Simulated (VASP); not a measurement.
# Ti (P6/mmm) in VASP: notebook, part 2 of 2

VASP 6.6.1. The steps go on from the part before.

**4. Relaxation of cell and atoms, LDA, target pressure 140 GPa, at which the enthalpy is minimised**

This run uses another cell than the first one: it holds 3 atoms, not 1.

File INCAR:

```
SYSTEM = Ti
PREC = Accurate ; ENCUT = 600
EDIFF = 1E-6 ; ISMEAR = -1
SIGMA = 0.1 ; LREAL = .FALSE.
LASPH = .TRUE. ; NELM = 100
ALGO = Normal ; ISIF = 3
LWAVE = .FALSE. ; LCHARG = .FALSE.
IBRION = 2 ; NSW = 60
EDIFFG = -0.005 ; PSTRESS = 1400.0
```

File KPOINTS:

```
regular mesh
0
G
  10 10 13
  0 0 0
```

File POSCAR:

```
Ti
1.0
    3.7778441356      0.0000000000      0.0000000000
   -1.8889220678      3.2717089930      0.0000000000
    0.0000000000      0.0000000000      2.3422633641
Ti
3
Direct
    0.0000000000      0.0000000000      0.0000000000
    0.3333333333      0.6666666667      0.5000000000
    0.6666666667      0.3333333333      0.5000000000
```

Potentials or basis: VASP PAW LDA potentials, release 64 (Ti_sv).

The run is started by

```sh
$ cat potpaw_LDA.64/Ti_sv/POTCAR > POTCAR
$ mpirun -np 1 vasp_std > vasp.out
```

OUTCAR:

```text
SYSTEM = Ti
   PREC = Accurate
   ENCUT = 600
   EDIFF = 1E-6
   ISMEAR = -1
   LREAL = .FALSE.
   LASPH = .TRUE.
   NELM = 100
   ISIF = 3
   IBRION = 2
   NSW = 60
   EDIFFG = -0.005
   PSTRESS = 1400.0

 ion  position               nearest neighbor table
   1  0.000  0.000  0.000-   2 2.48   3 2.48   2 2.48   3 2.48   3 2.48   3 2.48   2 2.48   2 2.48
                             3 2.48   3 2.48   2 2.48   2 2.48
   2  0.333  0.667  0.500-   3 2.18   3 2.18   3 2.18   1 2.48   1 2.48   1 2.48   1 2.48   1 2.48
                             1 2.48
   3  0.667  0.333  0.500-   2 2.18   2 2.18   2 2.18   1 2.48   1 2.48   1 2.48   1 2.48   1 2.48
                             1 2.48

  LATTYP: Found a hexagonal cell.
 ALAT       =     3.7778441356
 C/A-ratio  =     0.6200000000

  Lattice vectors:

 A1 = (   3.7778441356,   0.0000000000,   0.0000000000)
 A2 = (  -1.8889220678,   3.2717089930,   0.0000000000)
 A3 = (   0.0000000000,   0.0000000000,   2.3422633641)

Analysis of symmetry for initial positions (statically):
=====================================================================
 Subroutine PRICEL returns:
 Original cell was already a primitive cell.

 Routine SETGRP: Setting up the symmetry group for a
 hexagonal supercell.

 Subroutine GETGRP returns: Found 24 space group operations
 (whereof 24 operations were pure point group operations)
 out of a pool of 24 trial point group operations.

The static configuration has the point symmetry D_6h.

Analysis of symmetry for dynamics (positions and initial velocities):
=====================================================================
 Subroutine PRICEL returns:
 Original cell was already a primitive cell.

 Routine SETGRP: Setting up the symmetry group for a
 hexagonal supercell.

 Subroutine GETGRP returns: Found 24 space group operations
 (whereof 24 operations were pure point group operations)
 out of a pool of 24 trial point group operations.

The dynamic configuration has the point symmetry D_6h.

 Subroutine INISYM returns: Found 24 space group operations
 (whereof 24 operations are pure point group operations),
 and found     1 'primitive' translations

----------------------------------------------------------------------------------------

                                     Primitive cell

  volume of cell :      28.9504

  direct lattice vectors                    reciprocal lattice vectors
     3.777844136  0.000000000  0.000000000     0.264701233  0.152825328  0.000000000
    -1.888922068  3.271708993  0.000000000     0.000000000  0.305650656  0.000000000
     0.000000000  0.000000000  2.342263364     0.000000000  0.000000000  0.426937472

  length of vectors
     3.777844136  3.777844136  2.342263364     0.305650656  0.305650656  0.426937472

  position of ions in fractional coordinates (direct lattice)
     0.000000000  0.000000000  0.000000000
     0.333333333  0.666666667  0.500000000
     0.666666667  0.333333333  0.500000000

  ion indices of the primitive-cell ions
   primitive index   ion index
                 1           1
                 2           2
                 3           3

[... 54 lines left out ...]
   number of dos      NEDOS =    301   number of ions     NIONS =      3
   total plane-waves  NPLWV =  18000
   dimension x,y,z NGX =    30 NGY =   30 NGZ =   20
   dimension x,y,z NGXF=    60 NGYF=   60 NGZF=   40
   ions per type =               3
   NGX,Y,Z   is equivalent  to a cutoff of  13.20, 13.20, 14.20 a.u.
   NGXF,Y,Z  is equivalent  to a cutoff of  26.40, 26.40, 28.39 a.u.
 SYSTEM =  Ti
   PREC   = accura    normal or accurate (medium, high low for compatibility)
   ISTART =      0    job   : 0-new  1-cont  2-samecut
   ICHARG =      2    charge: 1-file 2-atom 10-const
   ISPIN  =      1    spin polarized calculation?
   LNONCOLLINEAR =      F non collinear calculations
   LSORBIT =      F    spin-orbit coupling
   LASPH  =      T    aspherical Exc in radial PAW
   ENCUT  =  600.0 eV  44.10 Ry    6.64 a.u.   7.55  7.55  4.68*2*pi/ulx,y,z
   NELM   =    100;   NELMIN=  2; NELMDL= -5     # of ELM steps
   EDIFF  = 0.1E-05   stopping-criterion for ELM
   LREAL  =      F    real-space projection
   EDIFFG = -.5E-02   stopping-criterion for IOM
   NSW    =     60    number of steps for IOM
   IBRION =      2    ionic relax: 0-MD 1-quasi-New 2-CG
   NFREE  =      1    steps in history (QN), initial steepest desc. (CG)
   ISIF   =      3    stress and relaxation
   ISYM   =      2    0-nonsym 1-usesym 2-fastsym
   POTIM  = 0.5000    time-step for ionic-motion
   TEBEG  =    0.0;   TEEND  =   0.0 temperature during run
   PSTRESS= 1400.0 pullay stress
   NELECT =      36.0000    total number of electrons
   NUPDOWN=      -1.0000    fix difference up-down
   EMIN   =  10.00;   EMAX   =-10.00  energy-range for DOS
   EFERMI =   0.00;   METHOD = LEGACY
   ISMEAR =    -1;   SIGMA  =   0.10  broadening in eV -4-tet -1-fermi 0-gaus
   EFERMI_NEDOS =   21; number of points for ismear=-14 and -15
   IALGO  =     38    algorithm
   IMIX   =      4    mixing-type and parameters
     AMIX     =   0.40;   BMIX     =  1.00
     AMIX_MAG =   1.60;   BMIX_MAG =  1.00
  volume/ion in A,a.u.               =       9.65        65.12
  Fermi-wavevector in a.u.,A,eV,Ry     =   1.760452  3.326772 42.167057  3.099191
  Thomas-Fermi vector in A             =   2.829215
   LORBIT       =      0    0 simple, 1 ext, 2 COOP (PROOUT), +10 PAW based schemes
   GGA     = CA    functional components
   LHFCALC =     F    Hartree Fock is set to
   AEXX    =    0.0000 exact exchange contribution
   IVDW    =     0    specifies the selected vdW correction
   LEPSILON=     F    determine dielectric tensor
   LRPA    =     F    only Hartree local field effects (RPA)
 conjugate gradient relaxation of ions
 non-spin polarized calculation
  energy-cutoff  :      600.00
  volume of cell :       28.95
 maximum number of plane-waves:       987
   NGX = 15   NGY = 15   NGZ =  9

--------------------------------------- Ionic step        1  -------------------------------------------

 number of electron      36.0000002 magnetization

 Free energy of the ion-electron system (eV)
  ---------------------------------------------------
  ext. energy  EPLUGINS =         0.00000000
  ---------------------------------------------------
  free energy    TOTEN  =       -19.95185362 eV

  energy without entropy =      -19.86718254  energy(sigma->0) =      -19.90951808

------------------------ aborting loop because EDIFF is reached ----------------------------------------

  FORCE on cell =-STRESS in cart. coord.  units (eV):
  Direction    XX          YY          ZZ          XY          YZ          ZX
  --------------------------------------------------------------------------------------
  -------------------------------------------------------------------------------------
  Total       25.8261297     25.8261297     25.3890906      0.0000000     -0.0000000      0.0000000
  in kB     1429.2739574   1429.2739575   1405.0872661      0.0000000     -0.0000000      0.0000000
  external PRESSURE =      21.2117270 kB  Pullay stress =    1400.0000000 kB
[... 100 lines left out ...]
  energy  without entropy=      -19.9901671690  energy(sigma->0) =      -20.03280735

  enthalpy is  TOTEN    =         5.3441850983 eV   P V=       25.4196326274

[... ionic steps 4 to 7 ...]

--------------------------------------- Ionic step        8  -------------------------------------------

 number of electron      35.9999998 magnetization

------------------------ aborting loop because EDIFF is reached ----------------------------------------
[... 73 lines left out ...]
--------------------------------------- Ionic step       10  -------------------------------------------

 number of electron      35.9999998 magnetization

 Free energy of the ion-electron system (eV)
  ---------------------------------------------------
  ext. energy  EPLUGINS =         0.00000000
  ---------------------------------------------------
  free energy    TOTEN  =       -20.02507795 eV

  energy without entropy =      -19.93776126  energy(sigma->0) =      -19.98141960

 E-fermi :  15.6320     XC(G=0): -14.8857

 val. band max:       15.6288357946   @ k =   0.4000   0.0000   0.1538
 cond. band min:      15.6385017277   @ k =   0.3000   0.0000   0.4615
 fundamental gap:      0.0096659331
 Fermi energy:        15.6319691609

 k-point     1 :       0.0000    0.0000    0.0000
  band No.  band energies     occupation
      1     -40.3722      2.00000
      2     -39.1889      2.00000
      3     -38.8029      2.00000
      4     -17.5076      2.00000
      5     -17.5076      2.00000
      6     -16.9762      2.00000
[... 589 lines left out ...]
     21      17.1014      0.00000
     22      18.3912      0.00000

 [... further k-points ...]
[... 5 lines left out ...]
  --------------------------------------------------------------------------------------
  -------------------------------------------------------------------------------------
  Total       25.3694392     25.3694392     25.3541419      0.0000000     -0.0000000      0.0000000
  in kB     1400.0422869   1400.0422870   1399.1980913      0.0000000     -0.0000000      0.0000000
  external PRESSURE =      -0.2391116 kB  Pullay stress =    1400.0000000 kB
[... 22 lines left out ...]
  energy  without entropy=      -19.9377612564  energy(sigma->0) =      -19.98141960

  enthalpy is  TOTEN    =         5.3435949564 eV   P V=       25.3686729022

 reached required accuracy - stopping structural energy minimisation
```

CONTCAR:

```text
Ti
   1.00000000000000
     3.7909749451550101    0.0000000000000000    0.0000000000000000
    -1.8954874725775051    3.2830806077524874    0.0000000000000000
     0.0000000000000000   -0.0000000000000000    2.3326406278282277
  Ti
     3
Direct
     0.0000000000000000    0.0000000000000000    0.0000000000000000
     0.3333333332999970    0.6666666667000030    0.5000000000000000
     0.6666666667000030    0.3333333332999970    0.5000000000000000

  0.00000000E+00  0.00000000E+00  0.00000000E+00
  0.00000000E+00  0.00000000E+00  0.00000000E+00
  0.00000000E+00  0.00000000E+00  0.00000000E+00
```

Run time: 12 min. Hardware: 1 thread of Intel Xeon 8259CL, shared host; peak memory 0.18 GiB.

Results:

```
Free energy                                            : -20.0251 eV
Relaxed volume                                         : 9.68 Å³/atom
Relaxed cell                                           : a = 3.791 Å, b = 3.791 Å, c = 2.333 Å, α = 90.00°, β = 90.00°, γ = 120.00°
Space group after relaxing (to 0.05 Å)                 : P6/mmm (No. 191)
Energy change on relaxing (the enthalpy is what falls) : -24.4 meV/atom
Ionic steps                                            : 10
Pressure after relaxing                                : 140.0 GPa
Band gap on the k mesh                                 : zero (band 18 reaches 16.21 eV, above the bottom of band 19 at 15.04 eV)
```

Stress tensor (GPa, compression positive):
```
140.00   0.00   0.00
  0.00 140.00   0.00
  0.00   0.00 139.92
```

Step by step:
```csv
step,energy change (eV),largest force (eV/Å),pressure (GPa),volume (Å³)
1,0.0000,0.0000,142.12,28.95
2,-0.4620,0.0000,132.74,29.49
3,-0.1236,0.0000,139.65,29.09
4,-0.0964,0.0000,139.73,29.06
5,-0.0840,0.0000,139.93,29.04
6,-0.0848,0.0000,139.98,29.05
7,-0.0906,0.0000,139.97,29.05
8,-0.0875,0.0000,139.90,29.05
9,-0.0862,0.0000,139.93,29.05
10,-0.0732,0.0000,139.98,29.03
```

Final structure:
```xyz
3
Lattice="3.7910 0.0000 0.0000 -1.8955 3.2831 0.0000 0.0000 0.0000 2.3326" Properties=species:S:1:pos:R:3 pbc="T T T"
Ti    0.0000    0.0000    0.0000
Ti    0.0000    2.1887    1.1663
Ti    1.8955    1.0944    1.1663
```

Levels at points of the mesh, in eV from the Fermi level:
```
           k point  band 14  band 15  band 16  band 17  band 18  band 19  band 20  band 21  band 22
(0.00, 0.00, 0.00)    -4.14    -0.32    -0.32    -0.14    -0.14     0.09     0.80     1.95     1.95
(0.50, 0.00, 0.00)    -2.96    -2.77    -1.46    -1.32    -0.56    -0.35     1.06     1.36     3.35
```

Caveat: the cell is relaxed towards a set pressure, so the enthalpy falls and the energy may rise.

**5. Single point, LDA**

File INCAR:

```
SYSTEM = Ti
PREC = Accurate
ENCUT = 520
EDIFF = 1E-7
ISMEAR = -1
SIGMA = 0.1
LREAL = .False.
LASPH = .True.
NELM = 60
ALGO = Normal
ISIF = 2
LWAVE = .False.
LCHARG = .False.
NBANDS = 12
```

File KPOINTS:

```
regular mesh
0
Gamma
  19 19 18
  0 0 0
```

File POSCAR:

```
Ti
1.0
    2.2419961724      0.0000000000      0.0000000000
   -1.1209980862      1.9416256405      0.0000000000
    0.0000000000      0.0000000000      2.1989932353
Ti
1
Direct
    0.0000000000      0.0000000000      0.0000000000
```

The run is started by

```sh
$ cat potpaw_LDA.64/Ti_sv/POTCAR > POTCAR
$ mpirun -np 1 vasp_std > vasp.out
```

Run time: 81 s. Hardware: 1 thread of Intel Xeon 8259CL, shared host; peak memory 0.15 GiB.

It converged, with:

```yaml
Free_energy: -6.2829 eV
Pressure: 142.1 GPa
Band_gap_on_the_k_mesh: zero (band 6 reaches 17.48 eV, above the bottom of band 7 at 14.69 eV)
```

Stress tensor (GPa, compression positive):
```
142.52   0.00   0.00
  0.00 142.52   0.00
  0.00   0.00 141.23
```

Levels at points of the mesh, in eV from the Fermi level:
| k point | band 3 | band 4 | band 5 | band 6 | band 7 | band 8 | band 9 | band 10 |
| --- | --- | --- | --- | --- | --- | --- | --- | --- |
| (0.00, 0.00, 0.00) | -29.97 | -29.97 | -5.89 | -3.33 | 1.15 | 1.15 | 7.34 | 7.34 |
| (0.00, 0.00, 0.50) | -29.63 | -29.63 | -1.56 | 1.73 | 2.11 | 2.11 | 4.01 | 4.01 |

**6. Single point, LDA**

File INCAR:

```
SYSTEM = Ti
ALGO = Normal
EDIFF = 1E-7
ENCUT = 520
GGA = CA
ISIF = 2
ISMEAR = -1
LASPH = .True.
LCHARG = .False.
LREAL = .False.
LWAVE = .False.
NBANDS = 12
NELM = 60
PREC = Accurate
SIGMA = 0.1
```

File KPOINTS:

```
k-points
0
Gamma
  19 19 18
  0 0 0
```

File POSCAR:

```
Ti
1.0
    2.2424053059      0.0000000000      0.0000000000
   -1.1212026529      1.9419799605      0.0000000000
    0.0000000000      0.0000000000      2.1992053546
Ti
1
Direct
    0.0000000000      0.0000000000      0.0000000000
```

Potentials or basis: VASP PAW LDA potentials, release 64 (Ti_sv).

The run is started by

```sh
$ cat potpaw_LDA.64/Ti_sv/POTCAR > POTCAR
$ mpirun -np 1 vasp_std > vasp.out
```

It took 75 s on 1 thread of Intel Xeon 8259CL, shared host; peak memory 0.15 GiB.

The run converged. Its results:

* Free energy: -6.2869 eV
* Pressure: 141.8 GPa
* Band gap on the k mesh: zero (band 6 reaches 17.47 eV, above the bottom of band 7 at 14.69 eV)

Stress tensor (GPa, compression positive):
```
142.26   0.00   0.00
  0.00 142.26   0.00
  0.00   0.00 141.01
```

Levels at points of the mesh, in eV from the Fermi level:
```tsv
k point	band 3	band 4	band 5	band 6	band 7	band 8	band 9	band 10
(0.00, 0.00, 0.00)	-29.97	-29.97	-5.89	-3.33	1.15	1.15	7.33	7.33
(0.00, 0.00, 0.50)	-29.63	-29.63	-1.56	1.73	2.11	2.11	4.00	4.00
```

**7. Overview**

| task | cell | k mesh | cutoff (eV) | gap on the mesh (eV) | pressure (GPa) |
| --- | --- | --- | --- | --- | --- |
| relaxation of cell and atoms | relaxed to 140 GPa from a = 2.242, b = 2.242, c = 2.199 Å, angles 90.0, 90.0, 120.0°, 1 atom | 19 × 19 × 18 | 600 | none | 140.0 |
| relaxation of cell and atoms | relaxed to 140 GPa from a = 2.291, b = 2.291, c = 2.153 Å, angles 90.0, 90.0, 120.0°, 1 atom | 19 × 19 × 18 | 600 | none | 140.0 |
| relaxation of cell and atoms | relaxed to 140 GPa from a = 3.778, b = 3.778, c = 2.342 Å, angles 90.0, 90.0, 120.0°, 3 atoms | 10 × 10 × 13 | 600 | none | 140.0 |
| single point | a = 2.242, b = 2.242, c = 2.199 Å, angles 90.0, 90.0, 120.0°, 1 atom | 19 × 19 × 18 | 520 | none | 141.8 |

Alike in all rows: level LDA; potentials or basis VASP PAW LDA potentials, release 64 (Ti_sv); no spin polarisation; smearing fermi-dirac 0.1 eV.

Caveats: the cell is relaxed towards a set pressure, so the enthalpy falls and the energy may rise (some runs).

Total energies depend on the potentials used, so only differences within one code and one set of settings carry meaning.
